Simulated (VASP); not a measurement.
# Re (Im-3m) in VASP: a series of runs, part 2 of 2

VASP 6.6.1.

**3. Relaxation of cell and atoms, LDA, target pressure 45 GPa, at which the enthalpy is minimised**

Contents of INCAR:

```
  ALGO = Normal
  EDIFF = 1E-7
  EDIFFG = -0.01
  ENCUT = 600
  GGA = CA
  GGA_COMPAT = False
  IBRION = 2
  ISIF = 3
  ISMEAR = 0
  LASPH = True
  LCHARG = False
  LREAL = False
  LWAVE = False
  NELM = 120
  NELMIN = 4
  NSW = 80
  PREC = Accurate
  PSTRESS = 450.0
  SIGMA = 0.05
```

Contents of KPOINTS:

```
k-points
0
Gamma
  10 10 10
```

Contents of POSCAR:

```
Re
1.0
   -1.5450000000      1.5450000000      1.5450000000
    1.5450000000     -1.5450000000      1.5450000000
    1.5450000000      1.5450000000     -1.5450000000
Re
1
Direct
    0.0000000000      0.0000000000      0.0000000000
```

Potentials or basis: VASP PAW LDA potentials, release 64 (Re).

Command:

```bash
cat potpaw_LDA.64/Re/POTCAR > POTCAR
mpirun -np 1 vasp_std > vasp.out
```

OUTCAR:

```text
EDIFF = 1E-7
   EDIFFG = -0.01
   ENCUT = 600
   GGA = CA
   IBRION = 2
   ISIF = 3
   ISMEAR = 0
   LASPH = True
   LREAL = False
   NELM = 120
   NELMIN = 4
   NSW = 80
   PREC = Accurate
   PSTRESS = 450.0

 ion  position               nearest neighbor table
   1  0.000  0.000  0.000-

  LATTYP: Found a body centered cubic cell.
 ALAT       =     3.0900000000

  Lattice vectors:

 A1 = (  -1.5450000000,   1.5450000000,   1.5450000000)
 A2 = (   1.5450000000,  -1.5450000000,   1.5450000000)
 A3 = (   1.5450000000,   1.5450000000,  -1.5450000000)

Analysis of symmetry for initial positions (statically):
=====================================================================
 Subroutine PRICEL returns:
 Original cell was already a primitive cell.

 Routine SETGRP: Setting up the symmetry group for a
 body centered cubic supercell.

 Subroutine GETGRP returns: Found 48 space group operations
 (whereof 48 operations were pure point group operations)
 out of a pool of 48 trial point group operations.

The static configuration has the point symmetry O_h .

Analysis of symmetry for dynamics (positions and initial velocities):
=====================================================================
 Subroutine PRICEL returns:
 Original cell was already a primitive cell.

 Routine SETGRP: Setting up the symmetry group for a
 body centered cubic supercell.

 Subroutine GETGRP returns: Found 48 space group operations
 (whereof 48 operations were pure point group operations)
 out of a pool of 48 trial point group operations.

The dynamic configuration has the point symmetry O_h .

 Subroutine INISYM returns: Found 48 space group operations
 (whereof 48 operations are pure point group operations),
 and found     1 'primitive' translations

----------------------------------------------------------------------------------------

                                     Primitive cell
[... 126 lines left out ...]
 NGX is ok and might be reduce to    24
   NGX = 11   NGY = 11   NGZ = 11

--------------------------------------- Ionic step        1  -------------------------------------------

 number of electron       7.0000000 magnetization

 Free energy of the ion-electron system (eV)
  ---------------------------------------------------
  ext. energy  EPLUGINS =         0.00000000
  ---------------------------------------------------
  free energy    TOTEN  =       -13.42523216 eV

  energy without entropy =      -13.42348312  energy(sigma->0) =      -13.42435764

------------------------ aborting loop because EDIFF is reached ----------------------------------------

  FORCE on cell =-STRESS in cart. coord.  units (eV):
  Direction    XX          YY          ZZ          XY          YZ          ZX
  --------------------------------------------------------------------------------------
  -------------------------------------------------------------------------------------
  Total       -0.5930667     -0.5930667     -0.5930667      0.0000000      0.0000000     -0.0000000
  in kB      -64.4122864    -64.4122864    -64.4122864      0.0000000      0.0000000     -0.0000000
  external PRESSURE =    -514.4122864 kB  Pullay stress =     450.0000000 kB
[... 94 lines left out ...]
  energy  without entropy=      -13.3747908769  energy(sigma->0) =      -13.37578508

  enthalpy is  TOTEN    =        -9.5120917073 eV   P V=        3.8646875814

 E-fermi :   9.8647     XC(G=0): -14.3148

 val. band max:        9.8526587980   @ k =   0.2000   0.2000   0.0000
 cond. band min:       9.9903896507   @ k =   0.2000   0.0000   0.0000
 fundamental gap:      0.1377308527
 Fermi energy:         9.8647149941

 k-point     1 :       0.0000    0.0000    0.0000
  band No.  band energies     occupation
      1      -1.3991      2.00000
      2       6.9172      2.00000
      3       6.9172      2.00000
      4       6.9172      2.00000
      5      10.7736      0.00000
      6      10.7736      0.00000
      7      25.7195      0.00000
[... 221 lines left out ...]
 k-point    24 :      -0.3000    0.3000    0.1000
  band No.  band energies     occupation
      1       2.1698      2.00000
      2       5.6365      2.00000
      3       6.3502      2.00000
      4       9.3138      2.00000
      5      11.1428      0.00000
      6      11.9606      0.00000
      7      24.6731      0.00000

 [... further k-points ...]

[... ionic steps 4 to 13 ...]

--------------------------------------- Ionic step       14  -------------------------------------------

 number of electron       7.0000000 magnetization

------------------------ aborting loop because EDIFF is reached ----------------------------------------
[... 69 lines left out ...]
--------------------------------------- Ionic step       16  -------------------------------------------

 number of electron       7.0000000 magnetization

 Free energy of the ion-electron system (eV)
  ---------------------------------------------------
  ext. energy  EPLUGINS =         0.00000000
  ---------------------------------------------------
  free energy    TOTEN  =       -13.26644458 eV

  energy without entropy =      -13.26446506  energy(sigma->0) =      -13.26545482

 E-fermi :  10.1440     XC(G=0): -14.4226

 val. band max:       10.1283981552   @ k =   0.2000   0.2000   0.0000
 cond. band min:      10.2682133611   @ k =   0.2000   0.0000   0.0000
 fundamental gap:      0.1398152059
 Fermi energy:        10.1440073311

 k-point     1 :       0.0000    0.0000    0.0000
  band No.  band energies     occupation
      1      -1.2641      2.00000
      2       7.1230      2.00000
      3       7.1230      2.00000
      4       7.1230      2.00000
      5      11.0746      0.00000
      6      11.0746      0.00000
      7      26.0314      0.00000
[... 262 lines left out ...]
  energy  without entropy=      -13.2644650620  energy(sigma->0) =      -13.26545482

  enthalpy is  TOTEN    =        -9.5471644824 eV   P V=        3.7192800973

 reached required accuracy - stopping structural energy minimisation
```

Wall time 34 s (1 thread of Intel Xeon Platinum 8259CL at 2.50GHz (Skylake/Cascade Lake), shared host); peak memory 0.16 GiB.

Results:

```yaml
Free_energy: -13.2664 eV
Relaxed_volume: 13.24 Å³/atom
Relaxed_cell: a = 2.581 Å, b = 2.581 Å, c = 2.581 Å, α = 109.47°, β = 109.47°, γ = 109.47°
Space_group_after_relaxing_to_0.1_Å: Im-3m (No. 229)
Energy_change_on_relaxing_the_run_minimises_the_enthalpy: +158.8 meV/atom
Ionic_steps: 16
Pressure_after_relaxing: 45.0 GPa
Band_gap_on_the_k_mesh: zero (an odd number of electrons rules out a gap without spin polarisation)
```

The path:
```csv
step,energy change (eV),largest force (eV/Å),pressure (GPa),volume (Å³)
1,0.0000,0.0000,-6.44,14.75
2,18.7054,0.0000,1436.97,6.77
3,0.0485,0.0000,23.98,13.76
4,0.0947,0.0000,33.89,13.50
5,0.1611,0.0000,45.36,13.23
6,0.1529,0.0000,44.06,13.26
7,0.1534,0.0000,44.15,13.26
8,0.1551,0.0000,44.42,13.26
9,0.1552,0.0000,44.42,13.26
10,0.1552,0.0000,44.43,13.25
11,0.1554,0.0000,44.45,13.25
12,0.1557,0.0000,44.50,13.25
13,0.1562,0.0000,44.59,13.25
14,0.1574,0.0000,44.78,13.25
15,0.1597,0.0000,45.15,13.24
16,0.1588,0.0000,45.01,13.24
```

Final structure:
```yaml
crystal:
  lattice:
    - [-1.49039, 1.49039, 1.49039]
    - [1.49039, -1.49039, 1.49039]
    - [1.49039, 1.49039, -1.49039]
  atoms:
    - { symbol: Re, position: [0.00000, 0.00000, 0.00000] }
```

Levels at points of the mesh, in eV from the Fermi level:
```tsv
k point	band 1	band 2	band 3	band 4	band 5	band 6
(0.00, 0.00, 0.00)	-11.41	-3.02	-3.02	-3.02	0.93	0.93
(0.50, 0.00, 0.00)	-8.37	-5.65	0.46	0.89	1.92	5.50
(0.50, 0.50, 0.50)	-8.19	-8.19	4.35	4.35	4.35	8.98
```

Caveat: the cell is relaxed towards a set pressure, so the run minimises the enthalpy, not the energy; spin-orbit coupling is left out, which moves the levels of the heavy elements.

**4. Single point, LDA**

This run uses another cell than the first one, of 13.53 Å³/atom.

Contents of INCAR:

```
ALGO = Normal ; EDIFF = 1E-6
ENCUT = 600 ; GGA = CA
GGA_COMPAT = False ; ISIF = 2
ISMEAR = 0 ; LASPH = True
LCHARG = False ; LREAL = False
LWAVE = False ; NBANDS = 10
NELM = 120 ; PREC = Accurate
SIGMA = 0.05
```

KPOINTS is that of step 3.

Contents of POSCAR:

```
Re
1.0
   -1.5012950638      1.5012950638      1.5012950638
    1.5012950638     -1.5012950638      1.5012950638
    1.5012950638      1.5012950638     -1.5012950638
Re
1
Direct
    0.0000000000      0.0000000000      0.0000000000
```

Command:

```bash
cat potpaw_LDA.64/Re/POTCAR > POTCAR
mpirun -np 1 vasp_std > vasp.out
```

It took 3.2 s on 1 thread of Intel Xeon 6975P-C (Granite Rapids), shared host; peak memory 0.13 GiB.

It converged, with:

```yaml
Free_energy: -13.3370 eV
Pressure: 32.6 GPa
Band_gap_on_the_k_mesh: zero (an odd number of electrons rules out a gap without spin polarisation)
```

Levels at points of the mesh, in eV from the Fermi level:
```
           k point  band 1  band 2  band 3  band 4  band 5  band 6  band 7  band 8
(0.00, 0.00, 0.00)  -11.25   -2.94   -2.94   -2.94    0.91    0.91   15.85   15.85
(0.50, 0.00, 0.00)   -8.17   -5.49    0.39    0.85    1.85    5.31   11.57   12.30
(0.50, 0.50, 0.50)   -7.95   -7.95    4.20    4.20    4.20    8.80    8.80    8.80
```

Caveat: the cell stands under pressure; spin-orbit coupling is left out, which moves the levels of the heavy elements.

**5. Single point, LDA**

This run uses another cell than the first one, of 13.17 Å³/atom.

Contents of INCAR:

```
ALGO     = Normal         # electronic algorithm
EDIFF    = 1E-6           # SCF threshold, eV
ENCUT    = 600            # plane-wave cutoff, eV
GGA_COMPAT= F            
ISIF     = 2              # what is computed and relaxed
ISMEAR   = 0              # smearing method
LASPH    = T              # aspherical terms in the spheres
LCHARG   = T              # write CHGCAR
LELF     = T              # ELF
LREAL    = F              # projectors in reciprocal space
LVHAR    = T            
LWAVE    = F              # write WAVECAR
NBANDS   = 10             # bands
NELM     = 120            # most SCF steps
PREC     = Accurate       # precision mode
SIGMA    = 0.05           # smearing width, eV
```

KPOINTS is that of step 4.

Contents of POSCAR:

```
Re
1.0
   -1.4877974767      1.4877974767      1.4877974767
    1.4877974767     -1.4877974767      1.4877974767
    1.4877974767      1.4877974767     -1.4877974767
Re
1
Direct
    0.0000000000      0.0000000000      0.0000000000
```

Command:

```bash
cat potpaw_LDA.64/Re/POTCAR > POTCAR
mpirun -np 1 vasp_std > vasp.out
```

Wall time 3.8 s (1 thread of Intel Xeon 6975P-C (Granite Rapids), shared host); peak memory 0.13 GiB.

The run converged. Its results:

```yaml
Free_energy: -13.2462 eV
Pressure: 48.1 GPa
Band_gap_on_the_k_mesh: zero (an odd number of electrons rules out a gap without spin polarisation)
```

Levels at points of the mesh, in eV from the Fermi level:
| k point | band 1 | band 2 | band 3 | band 4 | band 5 | band 6 |
| --- | --- | --- | --- | --- | --- | --- |
| (0.00, 0.00, 0.00) | -11.45 | -3.04 | -3.04 | -3.04 | 0.94 | 0.94 |
| (0.50, 0.00, 0.00) | -8.42 | -5.69 | 0.48 | 0.90 | 1.94 | 5.55 |
| (0.50, 0.50, 0.50) | -8.25 | -8.25 | 4.38 | 4.38 | 4.38 | 9.02 |

Caveat: the cell stands under pressure; spin-orbit coupling is left out, which moves the levels of the heavy elements.

**6. Single point, LDA**

This run uses another cell than the first one, of 14.45 Å³/atom.

Contents of INCAR:

```
SYSTEM = Re
PREC = Accurate
ENCUT = 600
EDIFF = 1E-6
ISMEAR = 0
SIGMA = 0.05
LREAL = .False.
LASPH = .True.
NELM = 120
ALGO = Normal
ISIF = 2
LWAVE = .False.
LCHARG = .False.
GGA = CA
NBANDS = 10
GGA_COMPAT = .False.
```

Contents of KPOINTS:

```
Automatic mesh
0
Gamma
  10 10 10
  0 0 0
```

Contents of POSCAR:

```
Re
1.0
   -1.5344245356      1.5344245356      1.5344245356
    1.5344245356     -1.5344245356      1.5344245356
    1.5344245356      1.5344245356     -1.5344245356
Re
1
Direct
    0.0000000000      0.0000000000      0.0000000000
```

Potentials or basis: VASP PAW LDA potentials, release 64 (Re).

Command:

```bash
cat potpaw_LDA.64/Re/POTCAR > POTCAR
mpirun -np 1 vasp_std > vasp.out
```

Run time: 3.3 s. Hardware: 1 thread of Intel Xeon 6975P-C (Granite Rapids), shared host; peak memory 0.13 GiB.

The run converged. Its results:

```
Free energy            : -13.4298 eV
Pressure               : 1.6 GPa
Band gap on the k mesh : zero (an odd number of electrons rules out a gap without spin polarisation)
```

Levels at points of the mesh, in eV from the Fermi level:
```tsv
k point	band 1	band 2	band 3	band 4	band 5	band 6	band 7
(0.00, 0.00, 0.00)	-10.76	-2.71	-2.71	-2.71	0.83	0.83	15.73
(0.50, 0.00, 0.00)	-7.59	-5.04	0.23	0.73	1.64	4.76	10.48
(0.50, 0.50, 0.50)	-7.27	-7.27	3.78	3.78	3.78	8.29	8.29
```

Caveat: spin-orbit coupling is left out, which moves the levels of the heavy elements.

**7. The runs side by side**

| task | cell | gap on the mesh (eV) | pressure (GPa) |
| --- | --- | --- | --- |
| relaxation of cell and atoms | relaxed to 30 GPa from a = 2.676 Å, angles 109.5°, 1 atom | none | 30.1 |
| relaxation of cell and atoms | relaxed to 45 GPa from a = 2.676 Å, angles 109.5°, 1 atom | none | 45.0 |
| single point | a = 2.600 Å, angles 109.5°, 1 atom | none | 32.6 |
| single point | a = 2.577 Å, angles 109.5°, 1 atom | none | 48.1 |
| single point | a = 2.658 Å, angles 109.5°, 1 atom | none | 1.6 |

Alike in all rows: level LDA; potentials or basis VASP PAW LDA potentials, release 64 (Re); no spin polarisation; k mesh 10 × 10 × 10; cutoff (eV) 600; smearing gaussian 0.05 eV.

Caveats: spin-orbit coupling is left out, which moves the levels of the heavy elements; the cell is relaxed towards a set pressure, so the run minimises the enthalpy, not the energy (at least some runs); the cell stands under pressure (at least some runs).

Total energies depend on the potentials used, so only differences within one code and one set of settings carry meaning.
